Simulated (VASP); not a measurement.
# SiO2 (P6_322) in VASP: notebook

Runs on SiO2. Level: r2SCAN. Tasks: single point.

Program: VASP 6.6.1. These are calculated values, not measurements. Logs are shortened: lines on timing, memory, paths and dates and some standing lists are left out, and cuts for length are marked.

### 1 The cell of the first run

It takes space group P6_322 (No. 182, hexagonal). Conventional cell: a = 4.885 Å, b = 4.885 Å, c = 8.623 Å, α = 90.00°, β = 90.00°, γ = 120.00°. Within 2.1 Å of Si (site symmetry 3) lie 4 O at 1.60 to 1.61 Å. O (site symmetry 2) has 2 Si at 1.61 Å within 2.1 Å. Within 2.1 Å of O (site symmetry 32) lie 2 Si at 1.60 Å.

### 2 Single point, r2SCAN (biaxial strain in the a-b plane: -3.0 %, then relaxed in part)

Contents of POSCAR:

```
SiO2
1.0
    4.8849931708      0.0000000000      0.0000000000
   -2.4424965854      4.2305281833      0.0000000000
    0.0000000000      0.0000000000      8.6234899339
Si O
4 8
Direct
    0.6666666667      0.3333333333      0.9357361495
    0.6666666667      0.3333333333      0.5642638505
    0.3333333333      0.6666666667      0.0642638505
    0.3333333333      0.6666666667      0.4357361495
    0.0000000000      0.3884120846      0.0000000000
    0.3884120846      0.3884120846      0.5000000000
    0.6115879154      0.0000000000      0.5000000000
    0.6115879154      0.6115879154      0.0000000000
    0.0000000000      0.6115879154      0.5000000000
    0.6666666667      0.3333333333      0.7500000000
    0.3333333333      0.6666666667      0.2500000000
    0.3884120846      0.0000000000      0.0000000000
```

Contents of INCAR.step1:

```
SYSTEM = SiO2
PREC = Accurate
ENCUT = 520
ISMEAR = 0
SIGMA = 0.02
LREAL = .False.
LASPH = .True.
NELM = 60
NBANDS = 44
GGA = PE
ALGO = Normal
EDIFF = 1E-4
LWAVE = .True.
LCHARG = .False.
```

Contents of INCAR.step2:

```
SYSTEM = SiO2
PREC = Accurate
ENCUT = 520
EDIFF = 1E-6
ISMEAR = 0
SIGMA = 0.02
LREAL = .False.
LASPH = .True.
NELM = 60
ALGO = Normal
ISIF = 2
LWAVE = .False.
LCHARG = .False.
METAGGA = R2SCAN
LMIXTAU = .True.
NBANDS = 44
ISTART = 1
```

Contents of KPOINTS:

```
Automatic mesh
0
Gamma
  6 6 4
  0 0 0
```

Potentials or basis: VASP PAW PBE potentials, release 64 (Si, O).

Run with:

```sh
cat potpaw_PBE.64/Si/POTCAR potpaw_PBE.64/O/POTCAR > POTCAR
cp INCAR.step1 INCAR
mpirun -np 1 vasp_std > vasp.out
cp INCAR.step2 INCAR
mpirun -np 1 vasp_std > vasp.out
```

OUTCAR:

```text
SYSTEM = SiO2
   PREC = Accurate
   ENCUT = 520
   EDIFF = 1E-6
   ISMEAR = 0
   LREAL = .False.
   LASPH = .True.
   NELM = 60
   ISIF = 2
   METAGGA = R2SCAN
   ISTART = 1

 ion  position               nearest neighbor table
   1  0.667  0.333  0.936-  10 1.60   5 1.61  12 1.61   8 1.61   3 3.03   3 3.03   3 3.03
   2  0.667  0.333  0.564-  10 1.60   7 1.61   9 1.61   6 1.61   4 3.03   4 3.03   4 3.03
   3  0.333  0.667  0.064-  11 1.60  12 1.61   5 1.61   8 1.61   1 3.03   1 3.03   1 3.03
   4  0.333  0.667  0.436-  11 1.60   9 1.61   7 1.61   6 1.61   2 3.03   2 3.03   2 3.03
   5  0.000  0.388  0.000-   1 1.61   3 1.61
   6  0.388  0.388  0.500-   2 1.61   4 1.61
   7  0.612  0.000  0.500-   2 1.61   4 1.61
   8  0.612  0.612  0.000-   3 1.61   1 1.61
   9  0.000  0.612  0.500-   4 1.61   2 1.61
  10  0.667  0.333  0.750-   1 1.60   2 1.60
  11  0.333  0.667  0.250-   3 1.60   4 1.60
  12  0.388  0.000  0.000-   3 1.61   1 1.61

  LATTYP: Found a hexagonal cell.
 ALAT       =     4.8849931708
 C/A-ratio  =     1.7653023520

  Lattice vectors:

 A1 = (   4.8849931708,   0.0000000000,   0.0000000000)
 A2 = (  -2.4424965854,   4.2305281833,   0.0000000000)
 A3 = (   0.0000000000,   0.0000000000,   8.6234899339)

Analysis of symmetry for initial positions (statically):
=====================================================================
 Subroutine PRICEL returns:
 Original cell was already a primitive cell.

 Routine SETGRP: Setting up the symmetry group for a
 hexagonal supercell.

 Subroutine GETGRP returns: Found 12 space group operations
 (whereof  6 operations were pure point group operations)
 out of a pool of 24 trial point group operations.

The static configuration has the point symmetry D_3 .
 The point group associated with its full space group is D_6 .

Analysis of symmetry for dynamics (positions and initial velocities):
=====================================================================
 Subroutine PRICEL returns:
 Original cell was already a primitive cell.

 Routine SETGRP: Setting up the symmetry group for a
 hexagonal supercell.

 Subroutine GETGRP returns: Found 12 space group operations
 (whereof  6 operations were pure point group operations)
 out of a pool of 24 trial point group operations.

The dynamic configuration has the point symmetry D_3 .
 The point group associated with its full space group is D_6 .

 Subroutine INISYM returns: Found 12 space group operations
 (whereof  6 operations are pure point group operations),
 and found     1 'primitive' translations

----------------------------------------------------------------------------------------

                                     Primitive cell

  volume of cell :     178.2139

  direct lattice vectors                    reciprocal lattice vectors
     4.884993171  0.000000000  0.000000000     0.204708577  0.118188552  0.000000000
    -2.442496585  4.230528183  0.000000000     0.000000000  0.236377104  0.000000000
     0.000000000  0.000000000  8.623489934     0.000000000  0.000000000  0.115962332

  length of vectors
     4.884993171  4.884993171  8.623489934     0.236377104  0.236377104  0.115962332

  position of ions in fractional coordinates (direct lattice)
     0.666666667  0.333333333  0.935736150
     0.666666667  0.333333333  0.564263850
     0.333333333  0.666666667  0.064263850
     0.333333333  0.666666667  0.435736150
     0.000000000  0.388412085  0.000000000
     0.388412085  0.388412085  0.500000000
     0.611587915  0.000000000  0.500000000
     0.611587915  0.611587915  0.000000000
     0.000000000  0.611587915  0.500000000
     0.666666667  0.333333333  0.750000000
     0.333333333  0.666666667  0.250000000
     0.388412085  0.000000000  0.000000000

  ion indices of the primitive-cell ions
   primitive index   ion index
                 1           1
                 2           2
                 3           3
                 4           4
                 5           5
                 6           6
                 7           7
                 8           8
                 9           9
                10          10
                11          11
                12          12

----------------------------------------------------------------------------------------

 KPOINTS: Automatic mesh

Automatic generation of k-mesh.
 Grid dimensions read from file:
 generate k-points for:    6    6    4

 Generating k-lattice:

  Cartesian coordinates                     Fractional coordinates (reciprocal lattice)
     0.034118096  0.019698092  0.000000000     0.166666667  0.000000000  0.000000000
     0.000000000  0.039396184  0.000000000     0.000000000  0.166666667  0.000000000
     0.000000000  0.000000000  0.028990583     0.000000000  0.000000000  0.250000000

  Length of vectors
     0.039396184  0.039396184  0.028990583

  Shift w.r.t. Gamma in fractional coordinates (k-lattice)
     0.000000000  0.000000000  0.000000000

 Subroutine IBZKPT returns following result:
 ===========================================

 Found     21 irreducible k-points:

 Following reciprocal coordinates:
            Coordinates               Weight
  0.000000  0.000000  0.000000      1.000000
  0.166667  0.000000  0.000000      6.000000
  0.333333  0.000000  0.000000      6.000000
  0.500000  0.000000  0.000000      3.000000
  0.166667  0.166667  0.000000      6.000000
  0.333333  0.166667  0.000000     12.000000
[... 13 lines left out ...]
  0.333333  0.166667  0.500000     12.000000
  0.333333  0.333333  0.500000      2.000000
   k-points           NKPTS =     21   k-points in BZ     NKDIM =     21   number of bands    NBANDS=     44
   number of dos      NEDOS =    301   number of ions     NIONS =     12
   total plane-waves  NPLWV =  82944
   dimension x,y,z NGX =    36 NGY =   36 NGZ =   64
   dimension x,y,z NGXF=    72 NGYF=   72 NGZF=  128
   ions per type =               4   8
   NGX,Y,Z   is equivalent  to a cutoff of  12.25, 12.25, 12.34 a.u.
   NGXF,Y,Z  is equivalent  to a cutoff of  24.50, 24.50, 24.68 a.u.
 SYSTEM =  SiO2
   PREC   = accura    normal or accurate (medium, high low for compatibility)
   ISTART =      1    job   : 0-new  1-cont  2-samecut
   ICHARG =      0    charge: 1-file 2-atom 10-const
   ISPIN  =      1    spin polarized calculation?
   LNONCOLLINEAR =      F non collinear calculations
   LSORBIT =      F    spin-orbit coupling
   LASPH  =      T    aspherical Exc in radial PAW
   ENCUT  =  520.0 eV  38.22 Ry    6.18 a.u.   9.08  9.08 16.03*2*pi/ulx,y,z
   NELM   =     60;   NELMIN=  2; NELMDL=  0     # of ELM steps
   EDIFF  = 0.1E-05   stopping-criterion for ELM
   LREAL  =      F    real-space projection
   EDIFFG = 0.1E-04   stopping-criterion for IOM
   NSW    =      0    number of steps for IOM
   IBRION =     -1    ionic relax: 0-MD 1-quasi-New 2-CG
   NFREE  =      0    steps in history (QN), initial steepest desc. (CG)
   ISIF   =      2    stress and relaxation
   ISYM   =      2    0-nonsym 1-usesym 2-fastsym
   POTIM  = 0.5000    time-step for ionic-motion
   TEBEG  =    0.0;   TEEND  =   0.0 temperature during run
   PSTRESS=    0.0 pullay stress
   NELECT =      64.0000    total number of electrons
   NUPDOWN=      -1.0000    fix difference up-down
   EMIN   =  10.00;   EMAX   =-10.00  energy-range for DOS
   EFERMI =   0.00;   METHOD = LEGACY
   ISMEAR =     0;   SIGMA  =   0.02  broadening in eV -4-tet -1-fermi 0-gaus
   EFERMI_NEDOS =   21; number of points for ismear=-14 and -15
   IALGO  =     38    algorithm
   IMIX   =      4    mixing-type and parameters
     AMIX     =   0.40;   BMIX     =  1.00
     AMIX_MAG =   1.60;   BMIX_MAG =  1.00
  volume/ion in A,a.u.               =      14.85       100.22
  Fermi-wavevector in a.u.,A,eV,Ry     =   1.163646  2.198972 18.423274  1.354072
  Thomas-Fermi vector in A             =   2.300193
   LORBIT       =      0    0 simple, 1 ext, 2 COOP (PROOUT), +10 PAW based schemes
   METAGGA = R2SCAN    functional components
   LHFCALC =     F    Hartree Fock is set to
   AEXX    =    0.0000 exact exchange contribution
   IVDW    =     0    specifies the selected vdW correction
   LEPSILON=     F    determine dielectric tensor
   LRPA    =     F    only Hartree local field effects (RPA)
 non-spin polarized calculation
 Gauss-broadening in eV      SIGMA  =   0.02
  energy-cutoff  :      520.00
  volume of cell :      178.21
 maximum number of plane-waves:      4827
   NGX = 19   NGY = 19   NGZ = 33

 number of electron      64.0000035 magnetization

 Free energy of the ion-electron system (eV)
  ---------------------------------------------------
  ext. energy  EPLUGINS =         0.00000000
  ---------------------------------------------------
  free energy    TOTEN  =      -119.02060515 eV

  energy without entropy =     -119.02060515  energy(sigma->0) =     -119.02060515

 E-fermi :  -0.4069     XC(G=0):  -8.6003

 val. band max:       -0.5123893606   @ k =   0.0000   0.0000   0.2500
 cond. band min:       5.7287491399   @ k =   0.0000   0.0000   0.0000
 fundamental gap:      6.2411385005
 Fermi energy:        -0.4069458535

 k-point     1 :       0.0000    0.0000    0.0000
  band No.  band energies     occupation
      1     -21.0566      2.00000
      2     -20.6694      2.00000
      3     -19.6229      2.00000
      4     -19.0204      2.00000
      5     -18.9243      2.00000
      6     -18.9243      2.00000
[... 36 lines left out ...]
     43      12.5428      0.00000
     44      12.5428      0.00000

 k-point     2 :       0.1667    0.0000    0.0000
  band No.  band energies     occupation
      1     -20.9757      2.00000
      2     -20.5804      2.00000
      3     -19.7012      2.00000
      4     -19.0438      2.00000
      5     -19.0219      2.00000
      6     -18.9538      2.00000
[... 36 lines left out ...]
     43      11.6923      0.00000
     44      12.1815      0.00000

 k-point     3 :       0.3333    0.0000    0.0000
  band No.  band energies     occupation
      1     -20.7610      2.00000
      2     -20.3411      2.00000
      3     -19.9230      2.00000
      4     -19.3587      2.00000
      5     -19.0255      2.00000
      6     -18.9994      2.00000
[... 36 lines left out ...]
     43      11.7598      0.00000
     44      11.8410      0.00000

 k-point     4 :       0.5000    0.0000    0.0000
  band No.  band energies     occupation
      1     -20.5801      2.00000
      2     -20.1339      2.00000
      3     -20.1127      2.00000
      4     -19.6029      2.00000
      5     -19.0296      2.00000
      6     -19.0147      2.00000
[... 741 lines left out ...]
     43      11.5715      0.00000
     44      11.5715      0.00000

 k-point    20 :       0.3333    0.1667    0.5000
  band No.  band energies     occupation
      1     -20.4545      2.00000
      2     -20.4545      2.00000
      3     -19.7563      2.00000
      4     -19.7563      2.00000
      5     -19.0149      2.00000
      6     -19.0149      2.00000
[... 36 lines left out ...]
     43      11.4043      0.00000
     44      11.4043      0.00000

 k-point    21 :       0.3333    0.3333    0.5000
  band No.  band energies     occupation
      1     -20.3423      2.00000
      2     -20.3423      2.00000
      3     -19.8716      2.00000
      4     -19.8716      2.00000
      5     -19.0126      2.00000
      6     -19.0126      2.00000
[... 36 lines left out ...]
     43      11.3047      0.00000
     44      11.3047      0.00000

------------------------ aborting loop because EDIFF is reached ----------------------------------------

  FORCE on cell =-STRESS in cart. coord.  units (eV):
  Direction    XX          YY          ZZ          XY          YZ          ZX
  --------------------------------------------------------------------------------------
  -------------------------------------------------------------------------------------
  Total        2.6176425      2.6176425      0.1550112      0.0000000      0.0000000      0.0000000
  in kB       23.5331086     23.5331086      1.3935808      0.0000000      0.0000000      0.0000000
  external PRESSURE =      16.1532660 kB  Pullay stress =       0.0000000 kB

 VOLUME and BASIS-vectors are now :
 -----------------------------------------------------------------------------
  energy-cutoff  :      520.00
  volume of cell :      178.21
      direct lattice vectors                 reciprocal lattice vectors
     4.884993171  0.000000000  0.000000000     0.204708577  0.118188552  0.000000000
    -2.442496585  4.230528183  0.000000000     0.000000000  0.236377104  0.000000000
     0.000000000  0.000000000  8.623489934     0.000000000  0.000000000  0.115962332

 POSITION                                       TOTAL-FORCE (eV/Angst)
 -----------------------------------------------------------------------------------
      2.44250      1.41018      8.06931         0.000000      0.000000     -0.029231
      2.44250      1.41018      4.86592         0.000000      0.000000      0.029231
     -0.00000      2.82035      0.55418         0.000000      0.000000      0.029231
     -0.00000      2.82035      3.75757         0.000000      0.000000     -0.029231
     -0.94870      1.64319      0.00000         0.001483     -0.002569      0.000000
      0.94870      1.64319      4.31174        -0.001483     -0.002569      0.000000
      2.98760      0.00000      4.31174         0.002967      0.000000     -0.000000
      1.49380      2.58734      0.00000         0.001483      0.002569     -0.000000
     -1.49380      2.58734      4.31174        -0.001483      0.002569      0.000000
      2.44250      1.41018      6.46762         0.000000      0.000000      0.000000
     -0.00000      2.82035      2.15587         0.000000      0.000000      0.000000
      1.89739      0.00000      0.00000        -0.002967      0.000000      0.000000
 -----------------------------------------------------------------------------------
    total drift:                                0.000000     -0.000000      0.000000

  FREE ENERGIE OF THE ION-ELECTRON SYSTEM (eV)
  ---------------------------------------------------
  free  energy   TOTEN  =      -119.0206051531 eV

  energy  without entropy=     -119.0206051531  energy(sigma->0) =     -119.02060515
```

It took 3.4 min on 1 thread of Intel Xeon 6975P-C (Granite Rapids), shared host; peak memory 0.36 GiB.

Results:

```
Free energy            : -119.0206 eV
Pressure               : 1.6 GPa
Largest force          : 0.029 eV/Å
Band gap on the k mesh : 6.24 eV (least direct gap 6.34 eV)
```

Forces in eV/Å, atoms in the order of the input:
```
Si   0.000  0.000 -0.029
Si   0.000  0.000  0.029
Si   0.000  0.000  0.029
Si   0.000  0.000 -0.029
O    0.001 -0.003  0.000
O   -0.001 -0.003  0.000
O    0.003  0.000  0.000
O    0.001  0.003  0.000
O   -0.001  0.003  0.000
O    0.000  0.000  0.000
O    0.000  0.000  0.000
O   -0.003  0.000  0.000
```

Caveat: the cell differs from its parent crystal (biaxial strain in the a-b plane: -3.0 %, then relaxed in part); the PAW data sets were made with another functional, which shifts forces and pressure a little. A k mesh can miss the band edges.

(Part 1 of 2 ends here.)
